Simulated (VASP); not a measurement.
# In3GeO2 (Cmmm) in VASP: a series of runs

Runs on In3GeO2. Level: PBE. Tasks: single point.

Everything below comes from runs of VASP 6.6.1. Logs are shortened: lines on timing, memory, paths and dates and some standing lists are left out, and cuts for length are marked.

### Step 1. The cell of the first run

Symmetry: Cmmm, No. 65, orthorhombic system. Conventional cell: a = 5.782 Å, b = 13.749 Å, c = 3.132 Å, α = 90.00°, β = 90.00°, γ = 90.00°. Within 3.0 Å of In (site symmetry m2m) lie 4 O at 2.26 Å and 1 Ge at 2.69 Å. In (site symmetry mmm) has 2 In at 3.13 Å and 4 Ge at 3.29 Å and 4 O at 3.73 Å within 4.1 Å. Within 3.5 Å of Ge (site symmetry mmm) lie 6 In at 2.69 to 3.29 Å and 2 Ge at 3.13 Å. Within 3.0 Å of O (site symmetry 2/m) lie 4 In at 2.26 Å and 2 O at 2.89 Å.

### Step 2. Single point, PBE

Input file INCAR:

```
PREC     = Accurate       # precision mode
ENCUT    = 520            # plane-wave cutoff, eV
EDIFF    = 1E-6           # SCF threshold, eV
ISMEAR   = 0              # smearing method
SIGMA    = 0.1            # smearing width, eV
LREAL    = False          # projectors in reciprocal space
LASPH    = True           # aspherical terms in the spheres
NELM     = 100            # most SCF steps
ALGO     = Normal         # electronic algorithm
ISIF     = 2              # what is computed and relaxed
LWAVE    = False          # write WAVECAR
LCHARG   = True           # write CHGCAR
GGA      = PE             # functional
LELF     = True           # ELF
LVHAR    = True         
NBANDS   = 42             # bands
```

Input file KPOINTS:

```
Automatic mesh
0
Gamma
  4 4 4
```

Input file POSCAR:

```
In3GeO2
1.0
    2.8907841478     -6.8747258463      0.0000000000
    2.8907841478      6.8747258463      0.0000000000
    0.0000000000      0.0000000000      3.1315158318
In Ge O
3 1 2
Direct
    0.8043682525      0.1956317475      0.0000000000
    0.1956317475      0.8043682525      0.0000000000
    0.5000000000      0.5000000000      0.5000000000
    0.0000000000      0.0000000000      0.0000000000
    0.5000000000      0.0000000000      0.5000000000
    0.0000000000      0.5000000000      0.5000000000
```

Potentials or basis: VASP PAW PBE potentials, release 64 (In_d, Ge_d, O).

Started as:

```
cat potpaw_PBE.64/In_d/POTCAR potpaw_PBE.64/Ge_d/POTCAR potpaw_PBE.64/O/POTCAR > POTCAR
mpirun -np 1 vasp_std > vasp.out
```

OUTCAR:

```text
PREC = Accurate
   ENCUT = 520
   EDIFF = 1E-6
   ISMEAR = 0
   LREAL = False
   LASPH = True
   NELM = 100
   ISIF = 2
   GGA = PE

 ion  position               nearest neighbor table
   1  0.804  0.196  0.000-   5 2.26   6 2.26   5 2.26   6 2.26   4 2.69   2 3.25   2 3.25
   2  0.196  0.804  0.000-   5 2.26   6 2.26   5 2.26   6 2.26   4 2.69   1 3.25   1 3.25
   3  0.500  0.500  0.500-   4 3.29   4 3.29   4 3.29   4 3.29
   4  0.000  0.000  0.000-   1 2.69   2 2.69   3 3.29   3 3.29   3 3.29   3 3.29
   5  0.500  0.000  0.500-   1 2.26   2 2.26   1 2.26   2 2.26
   6  0.000  0.500  0.500-   1 2.26   2 2.26   1 2.26   2 2.26

  LATTYP: Found a base centered orthorhombic cell.
 ALAT       =     5.7815682956
 B/A-ratio  =     2.3781526032
 C/A-ratio  =     0.5416377826

  Lattice vectors:

 A1 = (   2.8907841478,  -6.8747258463,   0.0000000000)
 A2 = (   2.8907841478,   6.8747258463,   0.0000000000)
 A3 = (   0.0000000000,   0.0000000000,   3.1315158318)

Analysis of symmetry for initial positions (statically):
=====================================================================
 Subroutine PRICEL returns:
 Original cell was already a primitive cell.

 Routine SETGRP: Setting up the symmetry group for a
 base centered orthorhombic supercell.

 Subroutine GETGRP returns: Found  8 space group operations
 (whereof  8 operations were pure point group operations)
 out of a pool of  8 trial point group operations.

The static configuration has the point symmetry D_2h.

Analysis of symmetry for dynamics (positions and initial velocities):
=====================================================================
 Subroutine PRICEL returns:
 Original cell was already a primitive cell.

 Routine SETGRP: Setting up the symmetry group for a
 base centered orthorhombic supercell.

 Subroutine GETGRP returns: Found  8 space group operations
 (whereof  8 operations were pure point group operations)
 out of a pool of  8 trial point group operations.

The dynamic configuration has the point symmetry D_2h.

 Subroutine INISYM returns: Found  8 space group operations
 (whereof  8 operations are pure point group operations),
 and found     1 'primitive' translations

----------------------------------------------------------------------------------------

                                     Primitive cell

  volume of cell :     124.4674

  direct lattice vectors                    reciprocal lattice vectors
     2.890784148 -6.874725846  0.000000000     0.172963450 -0.072730173  0.000000000
     2.890784148  6.874725846  0.000000000     0.172963450  0.072730173  0.000000000
     0.000000000  0.000000000  3.131515832     0.000000000  0.000000000  0.319334167

  length of vectors
     7.457780397  7.457780397  3.131515832     0.187632708  0.187632708  0.319334167

  position of ions in fractional coordinates (direct lattice)
     0.804368252  0.195631748  0.000000000
     0.195631748  0.804368252  0.000000000
     0.500000000  0.500000000  0.500000000
     0.000000000  0.000000000  0.000000000
     0.500000000  1.000000000  0.500000000
     1.000000000  0.500000000  0.500000000

  ion indices of the primitive-cell ions
   primitive index   ion index
                 1           1
                 2           2
                 3           3
                 4           4
                 5           5
                 6           6

----------------------------------------------------------------------------------------

 KPOINTS: Automatic mesh

Automatic generation of k-mesh.
 Grid dimensions read from file:
 generate k-points for:    4    4    4

 Generating k-lattice:

  Cartesian coordinates                     Fractional coordinates (reciprocal lattice)
     0.043240863 -0.018182543  0.000000000     0.250000000 -0.000000000  0.000000000
     0.043240863  0.018182543  0.000000000    -0.000000000  0.250000000  0.000000000
     0.000000000  0.000000000  0.079833542     0.000000000  0.000000000  0.250000000

  Length of vectors
     0.046908177  0.046908177  0.079833542

  Shift w.r.t. Gamma in fractional coordinates (k-lattice)
     0.000000000  0.000000000  0.000000000

 Subroutine IBZKPT returns following result:
 ===========================================

 Found     21 irreducible k-points:

 Following reciprocal coordinates:
            Coordinates               Weight
  0.000000  0.000000  0.000000      1.000000
  0.250000 -0.000000  0.000000      4.000000
  0.500000 -0.000000  0.000000      2.000000
  0.250000  0.250000  0.000000      2.000000
  0.500000  0.250000  0.000000      4.000000
 -0.250000  0.250000  0.000000      2.000000
[... 13 lines left out ...]
 -0.250000  0.250000  0.500000      2.000000
  0.500000  0.500000  0.500000      1.000000
   k-points           NKPTS =     21   k-points in BZ     NKDIM =     21   number of bands    NBANDS=     42
   number of dos      NEDOS =    301   number of ions     NIONS =      6
   total plane-waves  NPLWV =  75264
[... 37 lines left out ...]
  Fermi-wavevector in a.u.,A,eV,Ry     =   1.318340  2.491301 23.647199  1.738020
  Thomas-Fermi vector in A             =   2.448317
   LORBIT       =      0    0 simple, 1 ext, 2 COOP (PROOUT), +10 PAW based schemes
   GGA     = PE    functional components
   LHFCALC =     F    Hartree Fock is set to
   AEXX    =    0.0000 exact exchange contribution
   IVDW    =     0    specifies the selected vdW correction
   LEPSILON=     F    determine dielectric tensor
   LRPA    =     F    only Hartree local field effects (RPA)
 non-spin polarized calculation
 Gauss-broadening in eV      SIGMA  =   0.10
  energy-cutoff  :      520.00
  volume of cell :      124.47
 maximum number of plane-waves:      3372
   NGX = 27   NGY = 27   NGZ = 11

 number of electron      65.0000006 magnetization

 Free energy of the ion-electron system (eV)
  ---------------------------------------------------
  ext. energy  EPLUGINS =         0.00000000
  ---------------------------------------------------
  free energy    TOTEN  =       -25.35224312 eV

  energy without entropy =      -25.33813518  energy(sigma->0) =      -25.34518915

 E-fermi :   5.9792     XC(G=0):  -9.8447

 val. band max:        5.9558876334   @ k =   0.5000   0.5000   0.5000
 cond. band min:       6.0207476250   @ k =  -0.2500   0.2500   0.2500
 fundamental gap:      0.0648599916
 Fermi energy:         5.9792057769

 k-point     1 :       0.0000    0.0000    0.0000
  band No.  band energies     occupation
      1     -18.7480      2.00000
      2     -18.7149      2.00000
      3     -18.6901      2.00000
      4     -18.6844      2.00000
      5     -18.6616      2.00000
      6     -13.5047      2.00000
[... 34 lines left out ...]
     41      13.4488      0.00000
     42      13.4878      0.00000

 k-point     2 :       0.2500   -0.0000    0.0000
  band No.  band energies     occupation
      1     -18.7480      2.00000
      2     -18.7149      2.00000
      3     -18.6901      2.00000
      4     -18.6844      2.00000
      5     -18.6616      2.00000
      6     -13.4140      2.00000
[... 34 lines left out ...]
     41      13.7907      0.00000
     42      14.0236      0.00000

 k-point     3 :       0.5000   -0.0000    0.0000
  band No.  band energies     occupation
      1     -18.7479      2.00000
      2     -18.7148      2.00000
      3     -18.6900      2.00000
      4     -18.6844      2.00000
      5     -18.6616      2.00000
      6     -13.1825      2.00000
[... 34 lines left out ...]
     41      13.9490      0.00000
     42      14.6893      0.00000

 k-point     4 :       0.2500    0.2500    0.0000
  band No.  band energies     occupation
      1     -18.7479      2.00000
      2     -18.7148      2.00000
      3     -18.6900      2.00000
      4     -18.6844      2.00000
      5     -18.6616      2.00000
      6     -13.1825      2.00000
[... 709 lines left out ...]
     41      10.9358      0.00000
     42      11.6179      0.00000

 k-point    20 :      -0.2500    0.2500    0.5000
  band No.  band energies     occupation
      1     -18.7342      2.00000
      2     -18.7133      2.00000
      3     -18.6823      2.00000
      4     -18.6811      2.00000
      5     -18.6656      2.00000
      6     -13.0401      2.00000
[... 34 lines left out ...]
     41      11.1306      0.00000
     42      11.3901      0.00000

 k-point    21 :       0.5000    0.5000    0.5000
  band No.  band energies     occupation
      1     -18.7342      2.00000
      2     -18.7133      2.00000
      3     -18.6823      2.00000
      4     -18.6811      2.00000
      5     -18.6656      2.00000
      6     -13.0401      2.00000
[... 34 lines left out ...]
     41      10.7975      0.00000
     42      12.3224      0.00000

------------------------ aborting loop because EDIFF is reached ----------------------------------------

  FORCE on cell =-STRESS in cart. coord.  units (eV):
  Direction    XX          YY          ZZ          XY          YZ          ZX
  --------------------------------------------------------------------------------------
  -------------------------------------------------------------------------------------
  Total        0.1039184      0.0802331      0.0442712      0.0000000      0.0000000      0.0000000
  in kB        1.3376654      1.0327819      0.5698703      0.0000000      0.0000000      0.0000000
  external PRESSURE =       0.9801059 kB  Pullay stress =       0.0000000 kB

 VOLUME and BASIS-vectors are now :
 -----------------------------------------------------------------------------
  energy-cutoff  :      520.00
  volume of cell :      124.47
      direct lattice vectors                 reciprocal lattice vectors
     2.890784148 -6.874725846  0.000000000     0.172963450 -0.072730173  0.000000000
     2.890784148  6.874725846  0.000000000     0.172963450  0.072730173  0.000000000
     0.000000000  0.000000000  3.131515832     0.000000000  0.000000000  0.319334167

 POSITION                                       TOTAL-FORCE (eV/Angst)
 -----------------------------------------------------------------------------------
      2.89078     -4.18490      0.00000        -0.000000     -0.015557     -0.000000
      2.89078      4.18490      0.00000        -0.000000      0.015557      0.000000
      2.89078      0.00000      1.56576         0.000000      0.000000     -0.000000
      0.00000      0.00000      0.00000        -0.000000     -0.000000     -0.000000
      1.44539     -3.43736      1.56576        -0.000000     -0.000000     -0.000000
      1.44539      3.43736      1.56576        -0.000000     -0.000000     -0.000000
 -----------------------------------------------------------------------------------
    total drift:                                0.000000      0.000000      0.000000

  FREE ENERGIE OF THE ION-ELECTRON SYSTEM (eV)
  ---------------------------------------------------
  free  energy   TOTEN  =       -25.3522431190 eV

  energy  without entropy=      -25.3381351822  energy(sigma->0) =      -25.34518915
```

Run time: 88 s. Hardware: 1 thread of AMD EPYC 9R45 (Zen 5), shared host; peak memory 0.28 GiB.

Results:

* Free energy: -25.3522 eV
* Pressure: 0.1 GPa
* Largest force: 0.016 eV/Å

Forces in eV/Å, atoms in the order of the input:
```
In   0.000 -0.016  0.000
In   0.000  0.016  0.000
In   0.000  0.000  0.000
Ge   0.000  0.000  0.000
O    0.000  0.000  0.000
O    0.000  0.000  0.000
```

Levels at points of the mesh, in eV from the Fermi level:
```csv
k point,band 30,band 31,band 32,band 33,band 34,band 35,band 36,band 37
"(0.00, 0.00, 0.00)",-2.90,-2.75,-2.39,-1.98,1.32,1.97,3.38,4.65
"(0.50, 0.00, 0.00)",-3.54,-2.73,-0.85,0.63,1.31,1.66,2.29,4.27
"(0.50, 0.50, 0.00)",-2.98,-2.94,-2.72,0.07,0.87,1.57,3.43,4.27
"(0.00, 0.00, 0.50)",-3.07,-2.48,-0.48,-0.46,0.30,1.56,2.19,2.50
"(0.50, 0.00, 0.50)",-2.85,-2.47,-2.28,-2.03,1.21,2.84,3.11,3.24
"(0.50, 0.50, 0.50)",-2.48,-1.68,-0.82,-0.30,-0.02,0.44,0.99,2.03
```

Caveat: the k points lie up to 0.50 Å⁻¹ apart; spin-orbit coupling is left out, which moves the levels of the heavy elements; an odd number of electrons without spin polarisation forces a metal; a magnetic or distorted state may lie lower.

### Step 3. Single point, PBE

This run uses another cell than the first one, of the same volume but with other edges.

Input file INCAR:

```
SYSTEM = In3GeO2
PREC = Accurate ; ENCUT = 520
EDIFF = 1E-7 ; ISMEAR = 0
SIGMA = 0.1 ; LREAL = .False.
LASPH = .True. ; NELM = 60
ALGO = Normal ; ISIF = 2
LWAVE = .False. ; LCHARG = .False.
GGA = PE ; NBANDS = 42
```

Input file KPOINTS:

```
regular mesh
0
Gamma
  4 4 6
  0 0 0
```

Input file POSCAR:

```
In3GeO2
1.0
    2.8964288548     -7.0171132764      0.0000000000
    2.8964288548      7.0171132764      0.0000000000
    0.0000000000      0.0000000000      3.0656263212
In Ge O
3 1 2
Direct
    0.8054875991      0.1945124009      0.0000000000
    0.1945124009      0.8054875991      0.0000000000
    0.5000000000      0.5000000000      0.5000000000
    0.0000000000      0.0000000000      0.0000000000
    0.5000000000      0.0000000000      0.5000000000
    0.0000000000      0.5000000000      0.5000000000
```

Potentials or basis: VASP PAW PBE potentials, release 64 (In_d, Ge_d, O).

Started as:

```
cat potpaw_PBE.64/In_d/POTCAR potpaw_PBE.64/Ge_d/POTCAR potpaw_PBE.64/O/POTCAR > POTCAR
mpirun -np 1 vasp_std > vasp.out
```

Wall time 2 min (1 thread of AMD EPYC 9R45 (Zen 5), shared host); peak memory 0.29 GiB.

The run converged. Its results:

```yaml
Free_energy: -25.6637 eV
Pressure: 0.0 GPa
Largest_force: 0.063 eV/Å
```

Forces on the atoms (eV/Å):
```
In   0.000 -0.063  0.000
In   0.000  0.063  0.000
In   0.000  0.000  0.000
Ge   0.000  0.000  0.000
O    0.000  0.000  0.000
O    0.000  0.000  0.000
```

Stress tensor (GPa, compression positive):
```
-0.11  0.00  0.00
 0.00  0.23  0.00
 0.00  0.00 -0.03
```

Levels at points of the mesh, in eV from the Fermi level:
| k point | band 30 | band 31 | band 32 | band 33 | band 34 | band 35 | band 36 | band 37 |
| --- | --- | --- | --- | --- | --- | --- | --- | --- |
| (0.00, 0.00, 0.00) | -2.83 | -2.79 | -2.52 | -2.06 | 1.02 | 2.04 | 3.30 | 4.85 |
| (0.50, 0.00, 0.00) | -3.35 | -2.81 | -0.96 | 0.37 | 1.19 | 1.71 | 1.98 | 4.27 |
| (0.50, 0.50, 0.00) | -3.17 | -2.83 | -2.69 | 0.17 | 0.56 | 1.36 | 3.58 | 4.07 |
| (0.00, 0.00, 0.50) | -2.97 | -2.44 | -0.80 | -0.58 | 0.29 | 1.72 | 2.04 | 2.54 |
| (0.50, 0.00, 0.50) | -2.95 | -2.58 | -2.39 | -2.01 | 1.24 | 2.72 | 3.11 | 3.17 |
| (0.50, 0.50, 0.50) | -2.44 | -1.58 | -0.97 | -0.43 | -0.12 | 0.42 | 0.89 | 1.91 |

Caveat: spin-orbit coupling is left out, which moves the levels of the heavy elements; an odd number of electrons without spin polarisation forces a metal; a magnetic or distorted state may lie lower.

### Step 4. Single point, PBE

This run uses another cell than the first one, of 19.01 Å³/atom, 0.917 times its volume.

Input file INCAR:

```
SYSTEM = In3GeO2
PREC     = Accurate       ! precision mode
ENCUT    = 520            ! plane-wave cutoff, eV
EDIFF    = 1E-6           ! SCF threshold, eV
ISMEAR   = 0              ! smearing method
SIGMA    = 0.1            ! smearing width, eV
LREAL    = .False.        ! projectors in reciprocal space
LASPH    = .True.         ! aspherical terms in the spheres
NELM     = 100            ! most SCF steps
ALGO     = Normal         ! electronic algorithm
ISIF     = 2              ! what is computed and relaxed
LWAVE    = .False.        ! write WAVECAR
LCHARG   = .True.         ! write CHGCAR
GGA      = PE             ! functional
LELF     = .True.         ! ELF
LVHAR    = .True.       
NBANDS   = 42             ! bands
```

Input file KPOINTS:

```
regular mesh
0
Gamma
  4 4 4
  0 0 0
```

Input file POSCAR:

```
In3GeO2
1.0
    2.7973326700     -4.6978632900      0.0000000000
    2.7973326700      4.6978632900      0.0000000000
    0.0000000000      0.0000000000      4.3405337100
In Ge O
3 1 2
Direct
    0.6610916900      0.3389083100      0.0000000000
    0.3389083100      0.6610916900      0.0000000000
    0.5000000000      0.5000000000      0.5000000000
    0.0000000000      0.0000000000      0.0000000000
    0.5000000000      0.0000000000      0.5000000000
    0.0000000000      0.5000000000      0.5000000000
```

Started as:

```
cat potpaw_PBE.64/In_d/POTCAR potpaw_PBE.64/Ge_d/POTCAR potpaw_PBE.64/O/POTCAR > POTCAR
mpirun -np 1 vasp_std > vasp.out
```

It took 97 s on 1 thread of AMD EPYC 9R45 (Zen 5), shared host; peak memory 0.25 GiB.

It converged, with:

```
Free energy   : -19.6685 eV
Pressure      : 3.3 GPa
Largest force : 3.629 eV/Å
```

Forces on the atoms (eV/Å):
```
In   0.000 -3.629  0.000
In   0.000  3.629  0.000
In   0.000  0.000  0.000
Ge   0.000  0.000  0.000
O    0.000  0.000  0.000
O    0.000  0.000  0.000
```

Stress tensor (GPa, compression positive):
```
1.05 0.00 0.00
0.00 2.17 0.00
0.00 0.00 6.78
```

Levels at points of the mesh, in eV from the Fermi level:
| k point | band 28 | band 29 | band 30 | band 31 | band 32 | band 33 | band 34 | band 35 | band 36 | band 37 |
| --- | --- | --- | --- | --- | --- | --- | --- | --- | --- | --- |
| (0.00, 0.00, 0.00) | -2.92 | -1.67 | -1.36 | -0.47 | -0.04 | 0.42 | 0.73 | 0.74 | 1.06 | 2.79 |
| (0.50, 0.00, 0.00) | -2.43 | -1.73 | -1.60 | -0.97 | -0.58 | 0.90 | 1.07 | 1.25 | 2.45 | 2.66 |
| (0.50, 0.50, 0.00) | -2.32 | -1.78 | -1.69 | -1.38 | -0.52 | -0.08 | 1.51 | 2.00 | 2.30 | 4.24 |
| (0.00, 0.00, 0.50) | -2.68 | -2.34 | -2.18 | -1.35 | -1.20 | -0.64 | -0.07 | 0.30 | 1.95 | 3.17 |
| (0.50, 0.00, 0.50) | -3.35 | -2.32 | -1.47 | -0.66 | -0.05 | 0.04 | 0.22 | 2.05 | 3.08 | 3.82 |
| (0.50, 0.50, 0.50) | -2.95 | -1.54 | -0.32 | -0.06 | -0.04 | 0.11 | 0.92 | 1.13 | 1.93 | 2.99 |

Caveat: the k points lie up to 0.36 Å⁻¹ apart; spin-orbit coupling is left out, which moves the levels of the heavy elements; an odd number of electrons without spin polarisation forces a metal; a magnetic or distorted state may lie lower.

### Step 5. Overview

| cell | k mesh | gap on the mesh (eV) | pressure (GPa) | largest force (eV/Å) |
| --- | --- | --- | --- | --- |
| a = 7.458, b = 7.458, c = 3.132 Å, angles 90.0, 90.0, 134.4°, 6 atoms | 4 × 4 × 4 | none | 0.1 | 0.02 |
| a = 7.591, b = 7.591, c = 3.066 Å, angles 90.0, 90.0, 135.1°, 6 atoms | 4 × 4 × 6 | none | 0.0 | 0.06 |
| a = 5.468, b = 5.468, c = 4.341 Å, angles 90.0, 90.0, 118.5°, 6 atoms | 4 × 4 × 4 | none | 3.3 | 3.63 |

Alike in all rows: task single point; level PBE; potentials or basis VASP PAW PBE potentials, release 64 (In_d, Ge_d, O); no spin polarisation; cutoff (eV) 520; smearing gaussian 0.1 eV.

Caveats: some runs use coarse meshes; spin-orbit coupling is left out, which moves the levels of the heavy elements; an odd number of electrons without spin polarisation forces a metal; a magnetic or distorted state may lie lower.

Absolute energies hang on the potentials; compare differences alone.
